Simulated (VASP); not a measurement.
Here is a VASP 6.6.1 calculation.

Contents of INCAR:

```
PREC = Accurate
ENCUT = 520
EDIFF = 1E-6
ISMEAR = 0
SIGMA = 0.15
LREAL = False
LASPH = True
NELM = 150
ALGO = Fast
ISIF = 2
LWAVE = False
LCHARG = False
ISPIN = 2
MAGMOM = 2.44
LORBIT = 11
LMAXMIX = 4
GGA = PE
NBANDS = 14
```

KPOINTS

```
Automatic mesh
0
Gamma
  12 12 12
```

POSCAR

```
Fe
1.0
   -1.5140936530      1.5140936530      1.3039374540
    1.5140936530     -1.5140936530      1.3039374540
    1.5140936530      1.5140936530     -1.3039374540
Fe
1
Direct
    0.0000000000      0.0000000000      0.0000000000
```

Potentials or basis: VASP PAW PBE potentials, release 64 (Fe).

Launch:

```bash
$ cat potpaw_PBE.64/Fe/POTCAR > POTCAR
$ mpirun -np 1 vasp_std > vasp.out
```

(1) Estimate the pressure.

(2) What does it give for the site moments?

## Answers

(1) -3.9 GPa.

(2) Fe +2.42 μB.
